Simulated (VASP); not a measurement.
# HfAs3 (Im-3m) in VASP: a series of runs, part 2 of 2

VASP 6.6.1. Earlier steps stand in the parts before.

## Step 3: Single point, PBE

This run uses another cell than the first one, of 21.31 Å³/atom, 1.433 times its volume.

Input file INCAR:

```
SYSTEM = HfAs3
PREC = Accurate
ENCUT = 520
EDIFF = 1E-6
ISMEAR = 0
SIGMA = 0.1
LREAL = .False.
LASPH = .True.
NELM = 100
ALGO = Normal
ISIF = 2
LWAVE = .False.
LCHARG = .False.
GGA = PE
NBANDS = 20
```

Input file KPOINTS:

```
regular mesh
0
Gamma
  6 6 6
  0 0 0
```

Input file POSCAR:

```
HfAs3
1.0
   -2.7724997924      2.7724997924      2.7724997924
    2.7724997924     -2.7724997924      2.7724997924
    2.7724997924      2.7724997924     -2.7724997924
Hf As
1 3
Direct
    0.0000000000      0.0000000000      0.0000000000
    0.0000000000      0.5000000000      0.5000000000
    0.5000000000      0.0000000000      0.5000000000
    0.5000000000      0.5000000000      0.0000000000
```

Potentials or basis: VASP PAW PBE potentials, release 64 (Hf_pv, As).

Run with:

```console
$ cat potpaw_PBE.64/Hf_pv/POTCAR potpaw_PBE.64/As/POTCAR > POTCAR
$ mpirun -np 1 vasp_std > vasp.out
```

OUTCAR:

```text
SYSTEM = HfAs3
   PREC = Accurate
   ENCUT = 520
   EDIFF = 1E-6
   ISMEAR = 0
   LREAL = .False.
   LASPH = .True.
   NELM = 100
   ISIF = 2
   GGA = PE

 ion  position               nearest neighbor table
   1  0.000  0.000  0.000-   2 2.77   3 2.77   4 2.77   2 2.77   3 2.77   4 2.77
   2  0.000  0.500  0.500-   1 2.77   3 2.77   4 2.77   1 2.77   4 2.77   3 2.77
   3  0.500  0.000  0.500-   1 2.77   2 2.77   4 2.77   4 2.77   1 2.77   2 2.77
   4  0.500  0.500  0.000-   1 2.77   2 2.77   3 2.77   3 2.77   2 2.77   1 2.77

  LATTYP: Found a body centered cubic cell.
 ALAT       =     5.5449995848

  Lattice vectors:

 A1 = (  -2.7724997924,   2.7724997924,   2.7724997924)
 A2 = (   2.7724997924,  -2.7724997924,   2.7724997924)
 A3 = (   2.7724997924,   2.7724997924,  -2.7724997924)

Analysis of symmetry for initial positions (statically):
=====================================================================
 Subroutine PRICEL returns:
 Original cell was already a primitive cell.

 Routine SETGRP: Setting up the symmetry group for a
 body centered cubic supercell.

 Subroutine GETGRP returns: Found 48 space group operations
 (whereof 48 operations were pure point group operations)
 out of a pool of 48 trial point group operations.

The static configuration has the point symmetry O_h .

Analysis of symmetry for dynamics (positions and initial velocities):
=====================================================================
 Subroutine PRICEL returns:
 Original cell was already a primitive cell.

 Routine SETGRP: Setting up the symmetry group for a
 body centered cubic supercell.

 Subroutine GETGRP returns: Found 48 space group operations
 (whereof 48 operations were pure point group operations)
 out of a pool of 48 trial point group operations.

The dynamic configuration has the point symmetry O_h .

 Subroutine INISYM returns: Found 48 space group operations
 (whereof 48 operations are pure point group operations),
 and found     1 'primitive' translations

----------------------------------------------------------------------------------------

                                     Primitive cell

  volume of cell :      85.2461

  direct lattice vectors                    reciprocal lattice vectors
    -2.772499792  2.772499792  2.772499792     0.000000000  0.180342665  0.180342665
     2.772499792 -2.772499792  2.772499792     0.180342665  0.000000000  0.180342665
     2.772499792  2.772499792 -2.772499792     0.180342665  0.180342665  0.000000000

  length of vectors
     4.802110504  4.802110504  4.802110504     0.255043042  0.255043042  0.255043042

  position of ions in fractional coordinates (direct lattice)
     0.000000000  0.000000000  0.000000000
     0.000000000  0.500000000  0.500000000
     0.500000000  0.000000000  0.500000000
     0.500000000  0.500000000  0.000000000

  ion indices of the primitive-cell ions
   primitive index   ion index
                 1           1
                 2           2
                 3           3
                 4           4

----------------------------------------------------------------------------------------

 KPOINTS: regular mesh

Automatic generation of k-mesh.
 Grid dimensions read from file:
 generate k-points for:    6    6    6

 Generating k-lattice:

  Cartesian coordinates                     Fractional coordinates (reciprocal lattice)
     0.000000000  0.030057111  0.030057111     0.166666667  0.000000000  0.000000000
     0.030057111  0.000000000  0.030057111     0.000000000  0.166666667  0.000000000
     0.030057111  0.030057111  0.000000000     0.000000000  0.000000000  0.166666667

  Length of vectors
     0.042507174  0.042507174  0.042507174

  Shift w.r.t. Gamma in fractional coordinates (k-lattice)
     0.000000000  0.000000000  0.000000000

 Subroutine IBZKPT returns following result:
 ===========================================

 Found     16 irreducible k-points:

 Following reciprocal coordinates:
            Coordinates               Weight
  0.000000  0.000000  0.000000      1.000000
  0.166667  0.000000  0.000000     12.000000
  0.333333  0.000000  0.000000     12.000000
  0.500000  0.000000  0.000000      6.000000
  0.166667  0.166667  0.000000     24.000000
  0.333333  0.166667 -0.000000     48.000000
[... 8 lines left out ...]
  0.500000  0.500000  0.333333     12.000000
  0.500000  0.500000  0.500000      1.000000
   k-points           NKPTS =     16   k-points in BZ     NKDIM =     16   number of bands    NBANDS=     20
   number of dos      NEDOS =    301   number of ions     NIONS =      4
   total plane-waves  NPLWV =  46656
   dimension x,y,z NGX =    36 NGY =   36 NGZ =   36
   dimension x,y,z NGXF=    72 NGYF=   72 NGZF=   72
   ions per type =               1   3
   NGX,Y,Z   is equivalent  to a cutoff of  12.46, 12.46, 12.46 a.u.
   NGXF,Y,Z  is equivalent  to a cutoff of  24.93, 24.93, 24.93 a.u.
 SYSTEM =  HfAs3
   PREC   = accura    normal or accurate (medium, high low for compatibility)
   ISTART =      0    job   : 0-new  1-cont  2-samecut
   ICHARG =      2    charge: 1-file 2-atom 10-const
   ISPIN  =      1    spin polarized calculation?
   LNONCOLLINEAR =      F non collinear calculations
   LSORBIT =      F    spin-orbit coupling
   LASPH  =      T    aspherical Exc in radial PAW
   ENCUT  =  520.0 eV  38.22 Ry    6.18 a.u.   8.93  8.93  8.93*2*pi/ulx,y,z
   NELM   =    100;   NELMIN=  2; NELMDL= -5     # of ELM steps
   EDIFF  = 0.1E-05   stopping-criterion for ELM
   LREAL  =      F    real-space projection
   EDIFFG = 0.1E-04   stopping-criterion for IOM
   NSW    =      0    number of steps for IOM
   IBRION =     -1    ionic relax: 0-MD 1-quasi-New 2-CG
   NFREE  =      0    steps in history (QN), initial steepest desc. (CG)
   ISIF   =      2    stress and relaxation
   ISYM   =      2    0-nonsym 1-usesym 2-fastsym
   POTIM  = 0.5000    time-step for ionic-motion
   TEBEG  =    0.0;   TEEND  =   0.0 temperature during run
   PSTRESS=    0.0 pullay stress
   NELECT =      25.0000    total number of electrons
   NUPDOWN=      -1.0000    fix difference up-down
   EMIN   =  10.00;   EMAX   =-10.00  energy-range for DOS
   EFERMI =   0.00;   METHOD = LEGACY
   ISMEAR =     0;   SIGMA  =   0.10  broadening in eV -4-tet -1-fermi 0-gaus
   EFERMI_NEDOS =   21; number of points for ismear=-14 and -15
   IALGO  =     38    algorithm
   IMIX   =      4    mixing-type and parameters
     AMIX     =   0.40;   BMIX     =  1.00
     AMIX_MAG =   1.60;   BMIX_MAG =  1.00
  volume/ion in A,a.u.               =      21.31       143.82
  Fermi-wavevector in a.u.,A,eV,Ry     =   1.087669  2.055396 16.096009  1.183023
  Thomas-Fermi vector in A             =   2.223833
   LORBIT       =      0    0 simple, 1 ext, 2 COOP (PROOUT), +10 PAW based schemes
   GGA     = PE    functional components
   LHFCALC =     F    Hartree Fock is set to
   AEXX    =    0.0000 exact exchange contribution
   IVDW    =     0    specifies the selected vdW correction
   LEPSILON=     F    determine dielectric tensor
   LRPA    =     F    only Hartree local field effects (RPA)
 non-spin polarized calculation
 Gauss-broadening in eV      SIGMA  =   0.10
  energy-cutoff  :      520.00
  volume of cell :       85.25
 maximum number of plane-waves:      2330
   NGX = 17   NGY = 17   NGZ = 17

 number of electron      25.0000002 magnetization

 Free energy of the ion-electron system (eV)
  ---------------------------------------------------
  ext. energy  EPLUGINS =         0.00000000
  ---------------------------------------------------
  free energy    TOTEN  =       -24.71245500 eV

  energy without entropy =      -24.69896740  energy(sigma->0) =      -24.70571120

 E-fermi :   5.2734     XC(G=0): -10.4384

 val. band max:        5.2693996476   @ k =   0.1667   0.0000   0.0000
 cond. band min:       5.2939172138   @ k =  -0.3333   0.3333   0.1667
 fundamental gap:      0.0245175662
 Fermi energy:         5.2734435563

 k-point     1 :       0.0000    0.0000    0.0000
  band No.  band energies     occupation
      1     -26.5882      2.00000
      2     -26.5882      2.00000
      3     -26.5882      2.00000
      4      -8.3104      2.00000
      5      -3.5015      2.00000
      6      -3.5015      2.00000
[... 12 lines left out ...]
     19      10.6696      0.00000
[... 329 lines left out ...]
      4      -6.3512      2.00000
      5      -6.3512      2.00000
      6      -2.8681      2.00000
[... 12 lines left out ...]
     19      11.2491      0.00000
     20      11.2491      0.00000

------------------------ aborting loop because EDIFF is reached ----------------------------------------

  FORCE on cell =-STRESS in cart. coord.  units (eV):
  Direction    XX          YY          ZZ          XY          YZ          ZX
  --------------------------------------------------------------------------------------
  -------------------------------------------------------------------------------------
  Total       -0.0060997     -0.0060997     -0.0060997      0.0000000      0.0000000     -0.0000000
  in kB       -0.1146421     -0.1146421     -0.1146421      0.0000000      0.0000000     -0.0000000
  external PRESSURE =      -0.1146421 kB  Pullay stress =       0.0000000 kB

 VOLUME and BASIS-vectors are now :
 -----------------------------------------------------------------------------
  energy-cutoff  :      520.00
  volume of cell :       85.25
      direct lattice vectors                 reciprocal lattice vectors
    -2.772499792  2.772499792  2.772499792     0.000000000  0.180342665  0.180342665
     2.772499792 -2.772499792  2.772499792     0.180342665  0.000000000  0.180342665
     2.772499792  2.772499792 -2.772499792     0.180342665  0.180342665  0.000000000

 POSITION                                       TOTAL-FORCE (eV/Angst)
 -----------------------------------------------------------------------------------
      0.00000      0.00000      0.00000        -0.000000      0.000000     -0.000000
      2.77250      0.00000      0.00000         0.000000      0.000000      0.000000
      0.00000      2.77250      0.00000        -0.000000     -0.000000     -0.000000
      0.00000      0.00000      2.77250        -0.000000     -0.000000     -0.000000
 -----------------------------------------------------------------------------------
    total drift:                                0.000000     -0.000000     -0.000000

  FREE ENERGIE OF THE ION-ELECTRON SYSTEM (eV)
  ---------------------------------------------------
  free  energy   TOTEN  =       -24.7124549995 eV

  energy  without entropy=      -24.6989674011  energy(sigma->0) =      -24.70571120
```

OSZICAR:

```text
N       E                     dE             d eps       ncg     rms          rms(c)
DAV:   1     0.834694962255E+02    0.83469E+02   -0.11350E+04   640   0.106E+03
DAV:   2    -0.205567467165E+02   -0.10403E+03   -0.10052E+03   796   0.216E+02
DAV:   3    -0.261294027533E+02   -0.55727E+01   -0.55131E+01   832   0.392E+01
DAV:   4    -0.261804332260E+02   -0.51030E-01   -0.50996E-01   808   0.429E+00
DAV:   5    -0.261808261864E+02   -0.39296E-03   -0.39292E-03   756   0.371E-01    0.378E+01
DAV:   6    -0.247761513815E+02    0.14047E+01   -0.32445E+00   680   0.769E+00    0.277E+01
DAV:   7    -0.247185622536E+02    0.57589E-01   -0.35553E-01   812   0.334E+00    0.811E+00
DAV:   8    -0.247166757821E+02    0.18865E-02   -0.65731E-02   736   0.103E+00    0.503E-01
DAV:   9    -0.247219010878E+02   -0.52253E-02   -0.76314E-02   708   0.981E-01    0.528E-01
DAV:  10    -0.247125034031E+02    0.93977E-02   -0.38183E-02   676   0.729E-01    0.228E-01
DAV:  11    -0.247124705541E+02    0.32849E-04   -0.13774E-03   728   0.199E-01    0.174E-01
DAV:  12    -0.247124661745E+02    0.43796E-05   -0.20916E-04   692   0.644E-02    0.227E-02
DAV:  13    -0.247124543190E+02    0.11855E-04   -0.36373E-05   772   0.253E-02    0.362E-03
DAV:  14    -0.247124549995E+02   -0.68054E-06   -0.19498E-06   672   0.781E-03
   1 F= -.24712455E+02 E0= -.24705711E+02  d E =-.134876E-01
```

Wall time 12 s (1 thread of Intel Xeon 6975P-C (Granite Rapids), shared host); peak memory 0.21 GiB.

Results:

| Item | Value |
| --- | --- |
| Free energy | -24.7125 eV |
| Pressure | 0.0 GPa |

Levels at points of the mesh, in eV from the Fermi level:
| k point | band 9 | band 10 | band 11 | band 12 | band 13 | band 14 | band 15 | band 16 |
| --- | --- | --- | --- | --- | --- | --- | --- | --- |
| (0.00, 0.00, 0.00) | -3.93 | -1.47 | -1.47 | -1.47 | -0.57 | -0.57 | -0.57 | 1.95 |
| (0.50, 0.00, 0.00) | -3.15 | -2.24 | -1.08 | -0.49 | -0.13 | 0.00 | 1.14 | 1.92 |
| (0.50, 0.50, 0.50) | -5.56 | -0.12 | -0.12 | -0.12 | 0.89 | 0.89 | 0.89 | 2.20 |

Caveat: spin-orbit coupling is left out, which moves the levels of the heavy elements.
